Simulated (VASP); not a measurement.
# Ca2ZrSe4 (Amm2) in VASP: single point with PBE

Aim: the single point of Ca2ZrSe4 with PBE.

Everything below comes from runs of VASP 6.6.1. Logs are shortened: lines on timing, memory, paths and dates and some standing lists are left out, and cuts for length are marked.

### 1 The cell of the first run

Symmetry: Amm2, No. 38, orthorhombic system. Conventional cell: a = 4.040 Å, b = 11.694 Å, c = 8.486 Å, α = 90.00°, β = 90.00°, γ = 90.00°. Within 4.3 Å of Ca (site symmetry m) lie 6 Se at 2.93 to 2.94 Å and 4 Ca at 4.04 to 4.24 Å and 4 Zr at 4.14 Å. Zr (site symmetry mm2) has 6 Se at 2.73 to 2.75 Å within 3.6 Å. Se (site symmetry m) has 1 Zr at 2.73 Å and 4 Ca at 2.94 Å within 3.6 Å. Se (site symmetry mm2) has 2 Zr at 2.75 Å and 2 Ca at 2.93 Å and 7 Se at 3.73 to 4.04 Å within 4.1 Å. Within 4.1 Å of Se (site symmetry mm2) lie 2 Zr at 2.75 Å and 2 Ca at 2.94 Å and 7 Se at 3.73 to 4.04 Å.

The cell was built from a structure type or drawn by symmetry, and may not be a known phase.

### 2 Single point, PBE

INCAR reads:

```
SYSTEM = Ca2ZrSe4
  PREC = Accurate
  ENCUT = 520
  EDIFF = 1E-6
  ISMEAR = 0
  SIGMA = 0.15
  LREAL = .FALSE.
  LASPH = .TRUE.
  NELM = 100
  ALGO = Normal
  ISIF = 2
  LWAVE = .FALSE.
  LCHARG = .FALSE.
  GGA = PE
  NBANDS = 37
```

KPOINTS reads:

```
regular mesh
0
G
  3 2 2
  0 0 0
```

POSCAR reads:

```
Ca2ZrSe4
1.0
    4.0397841841      0.0000000000      0.0000000000
    0.0000000000      5.8469891640      4.2429922597
    0.0000000000     -5.8469891640      4.2429922597
Ca Zr Se
2 1 4
Direct
    0.5000000000      0.2962791289      0.7958184908
    0.5000000000      0.7958184908      0.2962791289
    0.0000000000      0.2952820414      0.2952820414
    0.0000000000      0.5290254054      0.0629079632
    0.5000000000      0.5148374911      0.5148374911
    0.5000000000      0.0758494593      0.0758494593
    0.0000000000      0.0629079632      0.5290254054
```

Potentials or basis: VASP PAW PBE potentials, release 64 (Ca_sv, Zr_sv, Se).

On the command line:

```
$ cat potpaw_PBE.64/Ca_sv/POTCAR potpaw_PBE.64/Zr_sv/POTCAR potpaw_PBE.64/Se/POTCAR > POTCAR
$ mpirun -np 1 vasp_std > vasp.out
```

OUTCAR:

```text
SYSTEM = Ca2ZrSe4
   PREC = Accurate
   ENCUT = 520
   EDIFF = 1E-6
   ISMEAR = 0
   LREAL = .FALSE.
   LASPH = .TRUE.
   NELM = 100
   ISIF = 2
   GGA = PE

 ion  position               nearest neighbor table
   1  0.500  0.296  0.796-   5 2.93   4 2.94   4 2.94   7 2.94   7 2.94   6 2.94
   2  0.500  0.796  0.296-   5 2.93   7 2.94   7 2.94   4 2.94   4 2.94   6 2.94
   3  0.000  0.295  0.295-   4 2.73   7 2.73   6 2.75   6 2.75   5 2.75   5 2.75
   4  0.000  0.529  0.063-   3 2.73   1 2.94   1 2.94   2 2.94   2 2.94
   5  0.500  0.515  0.515-   3 2.75   3 2.75   1 2.93   2 2.93
   6  0.500  0.076  0.076-   3 2.75   3 2.75   1 2.94   2 2.94
   7  0.000  0.063  0.529-   3 2.73   2 2.94   2 2.94   1 2.94   1 2.94

  LATTYP: Found a base centered orthorhombic cell.
 ALAT       =     8.4859845194
 B/A-ratio  =     1.3780343696
 C/A-ratio  =     0.4760536830

  Lattice vectors:

 A1 = (   0.0000000000,   5.8469891640,   4.2429922597)
 A2 = (   0.0000000000,  -5.8469891640,   4.2429922597)
 A3 = (   4.0397841841,   0.0000000000,   0.0000000000)

Analysis of symmetry for initial positions (statically):
=====================================================================
 Subroutine PRICEL returns:
 Original cell was already a primitive cell.

 Routine SETGRP: Setting up the symmetry group for a
 base centered orthorhombic supercell.

 Subroutine GETGRP returns: Found  4 space group operations
 (whereof  4 operations were pure point group operations)
 out of a pool of  8 trial point group operations.

The static configuration has the point symmetry C_2v.

Analysis of symmetry for dynamics (positions and initial velocities):
=====================================================================
 Subroutine PRICEL returns:
 Original cell was already a primitive cell.

 Routine SETGRP: Setting up the symmetry group for a
 base centered orthorhombic supercell.

 Subroutine GETGRP returns: Found  4 space group operations
 (whereof  4 operations were pure point group operations)
 out of a pool of  8 trial point group operations.

The dynamic configuration has the point symmetry C_2v.

 Subroutine INISYM returns: Found  4 space group operations
 (whereof  4 operations are pure point group operations),
 and found     1 'primitive' translations

----------------------------------------------------------------------------------------

                                     Primitive cell

  volume of cell :     200.4438

  direct lattice vectors                    reciprocal lattice vectors
     4.039784184  0.000000000  0.000000000     0.247537976  0.000000000  0.000000000
     0.000000000  5.846989164  4.242992260     0.000000000  0.085514097  0.117841365
     0.000000000 -5.846989164  4.242992260     0.000000000 -0.085514097  0.117841365

  length of vectors
     4.039784184  7.224283051  7.224283051     0.247537976  0.145599616  0.145599616

  position of ions in fractional coordinates (direct lattice)
     0.500000000  0.296279129  0.795818491
     0.500000000  0.795818491  0.296279129
     0.000000000  0.295282041  0.295282041
     0.000000000  0.529025405  0.062907963
     0.500000000  0.514837491  0.514837491
     0.500000000  0.075849459  0.075849459
     0.000000000  0.062907963  0.529025405

  ion indices of the primitive-cell ions
   primitive index   ion index
                 1           1
                 2           2
                 3           3
                 4           4
                 5           5
                 6           6
                 7           7

----------------------------------------------------------------------------------------

 KPOINTS: regular mesh

Automatic generation of k-mesh.
 Grid dimensions read from file:
 generate k-points for:    3    2    2

 Generating k-lattice:

  Cartesian coordinates                     Fractional coordinates (reciprocal lattice)
     0.082512659  0.000000000  0.000000000     0.333333333  0.000000000  0.000000000
     0.000000000  0.042757049  0.058920683     0.000000000  0.500000000 -0.000000000
     0.000000000 -0.042757049  0.058920683     0.000000000 -0.000000000  0.500000000

  Length of vectors
     0.082512659  0.072799808  0.072799808

  Shift w.r.t. Gamma in fractional coordinates (k-lattice)
     0.000000000  0.000000000  0.000000000

 Subroutine IBZKPT returns following result:
 ===========================================

 Found      6 irreducible k-points:

 Following reciprocal coordinates:
            Coordinates               Weight
  0.000000  0.000000  0.000000      1.000000
  0.333333  0.000000  0.000000      2.000000
  0.000000  0.500000 -0.000000      2.000000
  0.333333  0.500000 -0.000000      4.000000
  0.000000  0.500000  0.500000      1.000000
  0.333333  0.500000  0.500000      2.000000
   k-points           NKPTS =      6   k-points in BZ     NKDIM =      6   number of bands    NBANDS=     37
   number of dos      NEDOS =    301   number of ions     NIONS =      7
   total plane-waves  NPLWV =  87480
   dimension x,y,z NGX =    30 NGY =   54 NGZ =   54
   dimension x,y,z NGXF=    60 NGYF=  108 NGZF=  108
   ions per type =               2   1   4
   NGX,Y,Z   is equivalent  to a cutoff of  12.35, 12.43, 12.43 a.u.
   NGXF,Y,Z  is equivalent  to a cutoff of  24.69, 24.85, 24.85 a.u.
 SYSTEM =  Ca2ZrSe4
   PREC   = accura    normal or accurate (medium, high low for compatibility)
   ISTART =      0    job   : 0-new  1-cont  2-samecut
   ICHARG =      2    charge: 1-file 2-atom 10-const
   ISPIN  =      1    spin polarized calculation?
   LNONCOLLINEAR =      F non collinear calculations
   LSORBIT =      F    spin-orbit coupling
   LASPH  =      T    aspherical Exc in radial PAW
   ENCUT  =  520.0 eV  38.22 Ry    6.18 a.u.   7.51 13.43 13.43*2*pi/ulx,y,z
   NELM   =    100;   NELMIN=  2; NELMDL= -5     # of ELM steps
   EDIFF  = 0.1E-05   stopping-criterion for ELM
   LREAL  =      F    real-space projection
   EDIFFG = 0.1E-04   stopping-criterion for IOM
   NSW    =      0    number of steps for IOM
   IBRION =     -1    ionic relax: 0-MD 1-quasi-New 2-CG
   NFREE  =      0    steps in history (QN), initial steepest desc. (CG)
   ISIF   =      2    stress and relaxation
   ISYM   =      2    0-nonsym 1-usesym 2-fastsym
   POTIM  = 0.5000    time-step for ionic-motion
   TEBEG  =    0.0;   TEEND  =   0.0 temperature during run
   PSTRESS=    0.0 pullay stress
   NELECT =      56.0000    total number of electrons
   NUPDOWN=      -1.0000    fix difference up-down
   EMIN   =  10.00;   EMAX   =-10.00  energy-range for DOS
   EFERMI =   0.00;   METHOD = LEGACY
   ISMEAR =     0;   SIGMA  =   0.15  broadening in eV -4-tet -1-fermi 0-gaus
   EFERMI_NEDOS =   21; number of points for ismear=-14 and -15
   IALGO  =     38    algorithm
   IMIX   =      4    mixing-type and parameters
     AMIX     =   0.40;   BMIX     =  1.00
     AMIX_MAG =   1.60;   BMIX_MAG =  1.00
  volume/ion in A,a.u.               =      28.63       193.24
  Fermi-wavevector in a.u.,A,eV,Ry     =   1.070221  2.022424 15.583732  1.145372
  Thomas-Fermi vector in A             =   2.205924
   LORBIT       =      0    0 simple, 1 ext, 2 COOP (PROOUT), +10 PAW based schemes
   GGA     = PE    functional components
   LHFCALC =     F    Hartree Fock is set to
   AEXX    =    0.0000 exact exchange contribution
   IVDW    =     0    specifies the selected vdW correction
   LEPSILON=     F    determine dielectric tensor
   LRPA    =     F    only Hartree local field effects (RPA)
 non-spin polarized calculation
 Gauss-broadening in eV      SIGMA  =   0.15
  energy-cutoff  :      520.00
  volume of cell :      200.44
 maximum number of plane-waves:      5409
 NGX is ok and might be reduce to    30
   NGX = 15   NGY = 27   NGZ = 27

 number of electron      55.9999998 magnetization

 Free energy of the ion-electron system (eV)
  ---------------------------------------------------
  ext. energy  EPLUGINS =         0.00000000
  ---------------------------------------------------
  free energy    TOTEN  =       -38.32411675 eV

  energy without entropy =      -38.32411671  energy(sigma->0) =      -38.32411673

 E-fermi :   2.8805     XC(G=0):  -8.6770

 val. band max:        2.3440665735   @ k =   0.0000   0.0000   0.0000
 cond. band min:       3.4168002325   @ k =   0.0000   0.0000   0.0000
 fundamental gap:      1.0727336590
 Fermi energy:         2.8804839732

 k-point     1 :       0.0000    0.0000    0.0000
  band No.  band energies     occupation
      1     -47.0870      2.00000
      2     -37.6517      2.00000
      3     -37.6497      2.00000
      4     -25.0992      2.00000
      5     -25.0602      2.00000
      6     -24.9900      2.00000
[... 29 lines left out ...]
     36       6.8192      0.00000
     37       7.0096      0.00000

 k-point     2 :       0.3333    0.0000    0.0000
  band No.  band energies     occupation
      1     -47.0852      2.00000
      2     -37.6490      2.00000
      3     -37.6471      2.00000
      4     -25.0885      2.00000
      5     -25.0567      2.00000
      6     -25.0399      2.00000
[... 29 lines left out ...]
     36       6.8873      0.00000
     37       6.9788      0.00000

 k-point     3 :       0.0000    0.5000   -0.0000
  band No.  band energies     occupation
      1     -47.0870      2.00000
      2     -37.6507      2.00000
      3     -37.6507      2.00000
      4     -25.0992      2.00000
      5     -25.0601      2.00000
      6     -24.9900      2.00000
[... 29 lines left out ...]
     36       6.9378      0.00000
     37       7.2382      0.00000

 k-point     4 :       0.3333    0.5000   -0.0000
  band No.  band energies     occupation
      1     -47.0852      2.00000
      2     -37.6481      2.00000
      3     -37.6481      2.00000
      4     -25.0885      2.00000
      5     -25.0567      2.00000
      6     -25.0399      2.00000
[... 29 lines left out ...]
     36       7.1264      0.00000
     37       7.1835      0.00000

 k-point     5 :       0.0000    0.5000    0.5000
  band No.  band energies     occupation
      1     -47.0870      2.00000
      2     -37.6517      2.00000
      3     -37.6497      2.00000
      4     -25.0991      2.00000
      5     -25.0600      2.00000
      6     -24.9900      2.00000
[... 29 lines left out ...]
     36       7.0358      0.00000
     37       7.1985      0.00000

 k-point     6 :       0.3333    0.5000    0.5000
  band No.  band energies     occupation
      1     -47.0852      2.00000
      2     -37.6490      2.00000
      3     -37.6471      2.00000
      4     -25.0884      2.00000
      5     -25.0567      2.00000
      6     -25.0400      2.00000
[... 29 lines left out ...]
     36       6.7400      0.00000
     37       7.2266      0.00000

------------------------ aborting loop because EDIFF is reached ----------------------------------------

  FORCE on cell =-STRESS in cart. coord.  units (eV):
  Direction    XX          YY          ZZ          XY          YZ          ZX
  --------------------------------------------------------------------------------------
  -------------------------------------------------------------------------------------
  Total        0.2535196      0.1788467      0.1848500      0.0000000      0.0000000      0.0000000
  in kB        2.0264196      1.4295485      1.4775332      0.0000000      0.0000000      0.0000000
  external PRESSURE =       1.6445004 kB  Pullay stress =       0.0000000 kB

 VOLUME and BASIS-vectors are now :
 -----------------------------------------------------------------------------
  energy-cutoff  :      520.00
  volume of cell :      200.44
      direct lattice vectors                 reciprocal lattice vectors
     4.039784184  0.000000000  0.000000000     0.247537976  0.000000000  0.000000000
     0.000000000  5.846989164  4.242992260     0.000000000  0.085514097  0.117841365
     0.000000000 -5.846989164  4.242992260     0.000000000 -0.085514097  0.117841365

 POSITION                                       TOTAL-FORCE (eV/Angst)
 -----------------------------------------------------------------------------------
      2.01989     -2.92080      4.63376         0.000000     -0.003555     -0.002382
      2.01989      2.92080      4.63376         0.000000      0.003555     -0.002382
      0.00000      0.00000      2.50576         0.000000      0.000000      0.004336
      0.00000      2.72538      2.51157         0.000000      0.006439     -0.002200
      2.01989      0.00000      4.36890         0.000000      0.000000     -0.003235
      2.01989      0.00000      0.64366         0.000000      0.000000      0.008064
      0.00000     -2.72538      2.51157         0.000000     -0.006439     -0.002200
 -----------------------------------------------------------------------------------
    total drift:                                0.000000      0.000000     -0.000025

  FREE ENERGIE OF THE ION-ELECTRON SYSTEM (eV)
  ---------------------------------------------------
  free  energy   TOTEN  =       -38.3241167465 eV

  energy  without entropy=      -38.3241167068  energy(sigma->0) =      -38.32411673
```

Run time: 1.8 min. Hardware: 1 thread of Intel Xeon 8259CL, shared host; peak memory 0.3 GiB.

What came out:

```yaml
Free_energy: -38.3241 eV
Pressure: 0.2 GPa
Largest_force: 0.008 eV/Å
Band_gap_on_the_k_mesh: 1.07 eV
```

Forces in eV/Å, atoms in the order of the input:
```
Ca   0.000 -0.004 -0.002
Ca   0.000  0.004 -0.002
Zr   0.000  0.000  0.004
Se   0.000  0.006 -0.002
Se   0.000  0.000 -0.003
Se   0.000  0.000  0.008
Se   0.000 -0.006 -0.002
```

Caveat: the k points lie up to 0.52 Å⁻¹ apart; an odd mesh through Γ misses points on the zone boundary, where band edges can lie.
